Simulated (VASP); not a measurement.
# Cl (Cmce) in VASP: a series of runs, part 2 of 2

VASP 6.6.1. Earlier steps stand in the parts before.

## 4. Single point, r2SCAN

This run uses another cell than the first one, of 30.21 Å³/atom.

The input, POSCAR:

```
Cl
1.0
    3.1863863250     -2.2796086586      0.0000000000
    3.1863863250      2.2796086586      0.0000000000
    0.0000000000      0.0000000000      8.3180387054
Cl
4
Direct
    0.3700000000      0.6300000000      0.4000000000
    0.1300000000      0.8700000000      0.9000000000
    0.6300000000      0.3700000000      0.6000000000
    0.8700000000      0.1300000000      0.1000000000
```

The input, INCAR.step1:

```
ALGO = Normal
EDIFF = 1E-4
ENCUT = 520
GGA = PE
ISMEAR = -1
LASPH = T
LCHARG = F
LREAL = F
LWAVE = T
NBANDS = 22
NELM = 60
PREC = Accurate
SIGMA = 0.05
```

The input, INCAR.step2:

```
ALGO = Normal
EDIFF = 1E-7
ENCUT = 520
ISIF = 2
ISMEAR = -1
ISTART = 1
LASPH = T
LCHARG = F
LMIXTAU = T
LREAL = F
LWAVE = F
METAGGA = R2SCAN
NBANDS = 22
NELM = 60
PREC = Accurate
SIGMA = 0.05
```

The input, KPOINTS:

```
k-points
0
Gamma
  7 7 4
```

Potentials or basis: VASP PAW PBE potentials, release 64 (Cl).

Started as:

```sh
$ cat potpaw_PBE.64/Cl/POTCAR > POTCAR
$ cp INCAR.step1 INCAR
$ mpirun -np 1 vasp_std > vasp.out
$ cp INCAR.step2 INCAR
$ mpirun -np 1 vasp_std > vasp.out
```

OUTCAR:

```text
EDIFF = 1E-7
   ENCUT = 520
   ISIF = 2
   ISMEAR = -1
   ISTART = 1
   LASPH = T
   LREAL = F
   METAGGA = R2SCAN
   NELM = 60
   PREC = Accurate

 ion  position               nearest neighbor table
   1  0.370  0.630  0.400-   3 2.04
   2  0.130  0.870  0.900-   4 2.04
   3  0.630  0.370  0.600-   1 2.04
   4  0.870  0.130  0.100-   2 2.04

  LATTYP: Found a base centered orthorhombic cell.
 ALAT       =     4.5592173172
 B/A-ratio  =     1.3977777778
 C/A-ratio  =     1.8244444444

  Lattice vectors:

 A1 = (  -3.1863863250,  -2.2796086586,   0.0000000000)
 A2 = (   3.1863863250,  -2.2796086586,   0.0000000000)
 A3 = (   0.0000000000,   0.0000000000,   8.3180387054)

Analysis of symmetry for initial positions (statically):
=====================================================================
 Subroutine PRICEL returns:
 Original cell was already a primitive cell.

 Routine SETGRP: Setting up the symmetry group for a
 base centered orthorhombic supercell.

 Subroutine GETGRP returns: Found  8 space group operations
 (whereof  4 operations were pure point group operations)
 out of a pool of  8 trial point group operations.

The static configuration has the point symmetry C_2h.
 The point group associated with its full space group is D_2h.

Analysis of symmetry for dynamics (positions and initial velocities):
=====================================================================
 Subroutine PRICEL returns:
 Original cell was already a primitive cell.

 Routine SETGRP: Setting up the symmetry group for a
 base centered orthorhombic supercell.

 Subroutine GETGRP returns: Found  8 space group operations
[... 121 lines left out ...]
   EMIN   =  10.00;   EMAX   =-10.00  energy-range for DOS
   EFERMI =   0.00;   METHOD = LEGACY
   ISMEAR =    -1;   SIGMA  =   0.05  broadening in eV -4-tet -1-fermi 0-gaus
   EFERMI_NEDOS =   21; number of points for ismear=-14 and -15
   IALGO  =     38    algorithm
   IMIX   =      4    mixing-type and parameters
     AMIX     =   0.40;   BMIX     =  1.00
     AMIX_MAG =   1.60;   BMIX_MAG =  1.00
  volume/ion in A,a.u.               =      30.21       203.87
  Fermi-wavevector in a.u.,A,eV,Ry     =   1.005521  1.900158 13.756464  1.011072
  Thomas-Fermi vector in A             =   2.138205
   LORBIT       =      0    0 simple, 1 ext, 2 COOP (PROOUT), +10 PAW based schemes
   METAGGA = R2SCAN    functional components
   LHFCALC =     F    Hartree Fock is set to
   AEXX    =    0.0000 exact exchange contribution
   IVDW    =     0    specifies the selected vdW correction
   LEPSILON=     F    determine dielectric tensor
   LRPA    =     F    only Hartree local field effects (RPA)
 non-spin polarized calculation
  energy-cutoff  :      520.00
  volume of cell :      120.84
 maximum number of plane-waves:      3278
 NGX is ok and might be reduce to    30
   NGX = 15   NGY = 15   NGZ = 31

 number of electron      27.9999999 magnetization

 Free energy of the ion-electron system (eV)
  ---------------------------------------------------
  ext. energy  EPLUGINS =         0.00000000
  ---------------------------------------------------
  free energy    TOTEN  =       -24.53060468 eV

  energy without entropy =      -24.53060468  energy(sigma->0) =      -24.53060468

 E-fermi :  -0.1182     XC(G=0):  -7.9879

 val. band max:       -1.3465721981   @ k =  -0.4286   0.4286   0.0000
 cond. band min:       1.3948865902   @ k =   0.0000   0.0000   0.0000
 fundamental gap:      2.7414587883
 Fermi energy:        -0.1182383724

 k-point     1 :       0.0000    0.0000    0.0000
  band No.  band energies     occupation
      1     -18.3683      2.00000
      2     -18.1745      2.00000
      3     -14.4238      2.00000
      4     -13.9321      2.00000
      5      -6.5758      2.00000
      6      -5.8351      2.00000
[... 589 lines left out ...]
     21       9.8618      0.00000
     22      10.1767      0.00000

 [... further k-points ...]

------------------------ aborting loop because EDIFF is reached ----------------------------------------

  FORCE on cell =-STRESS in cart. coord.  units (eV):
  Direction    XX          YY          ZZ          XY          YZ          ZX
  --------------------------------------------------------------------------------------
  -------------------------------------------------------------------------------------
  Total       -0.0878130     -1.6263415     -2.8445588      0.0000000      0.0000000      0.0000000
  in kB       -1.1642867    -21.5631736    -37.7151496      0.0000000      0.0000000      0.0000000
  external PRESSURE =     -20.1475366 kB  Pullay stress =       0.0000000 kB

 VOLUME and BASIS-vectors are now :
 -----------------------------------------------------------------------------
  energy-cutoff  :      520.00
  volume of cell :      120.84
      direct lattice vectors                 reciprocal lattice vectors
     3.186386325 -2.279608659  0.000000000     0.156917570 -0.219335893  0.000000000
     3.186386325  2.279608659  0.000000000     0.156917570  0.219335893  0.000000000
     0.000000000  0.000000000  8.318038705     0.000000000  0.000000000  0.120220648

 POSITION                                       TOTAL-FORCE (eV/Angst)
 -----------------------------------------------------------------------------------
      3.18639      0.59270      3.32722         0.000000     -0.517792      0.593333
      3.18639      1.68691      7.48623         0.000000      0.517792      0.593333
      3.18639     -0.59270      4.99082         0.000000      0.517792     -0.593333
      3.18639     -1.68691      0.83180         0.000000     -0.517792     -0.593333
 -----------------------------------------------------------------------------------
    total drift:                                0.000000      0.000000      0.000000

  FREE ENERGIE OF THE ION-ELECTRON SYSTEM (eV)
  ---------------------------------------------------
  free  energy   TOTEN  =       -24.5306046803 eV

  energy  without entropy=      -24.5306046803  energy(sigma->0) =      -24.53060468
```

Run time: 7.3 min. Hardware: 1 thread of Oxide Virtual Turin-like, shared host; peak memory 0.24 GiB.

What came out:

```yaml
Free_energy: -24.5306 eV
Pressure: -2.0 GPa
Largest_force: 0.787 eV/Å
Band_gap_on_the_k_mesh: 2.74 eV (least direct gap 2.79 eV)
```

Forces in eV/Å, atoms in the order of the input:
```
Cl   0.000 -0.518  0.593
Cl   0.000  0.518  0.593
Cl   0.000  0.518 -0.593
Cl   0.000 -0.518 -0.593
```

Caveat: the PAW data sets were made with another functional, which shifts forces and pressure a little.

## 5. Overview

| cell | gap on the mesh (eV) | pressure (GPa) | largest force (eV/Å) |
| --- | --- | --- | --- |
| a = 3.841, b = 3.841, c = 8.155 Å, angles 90.0, 90.0, 71.2°, 4 atoms | 2.97 | -0.5 | 0.16 |
| a = 3.893, b = 3.893, c = 8.264 Å, angles 90.0, 90.0, 71.2°, 4 atoms | 2.82 | -1.6 | 0.59 |
| a = 3.918, b = 3.918, c = 8.318 Å, angles 90.0, 90.0, 71.2°, 4 atoms | 2.74 | -2.0 | 0.79 |

Alike in all rows: task single point; level r2SCAN; potentials or basis VASP PAW PBE potentials, release 64 (Cl); no spin polarisation; k mesh 7 × 7 × 4; cutoff (eV) 520; smearing fermi-dirac 0.05 eV.

Caveats: the PAW data sets were made with another functional, which shifts forces and pressure a little.

Total energies depend on the potentials used, so only differences within one code and one set of settings carry meaning.
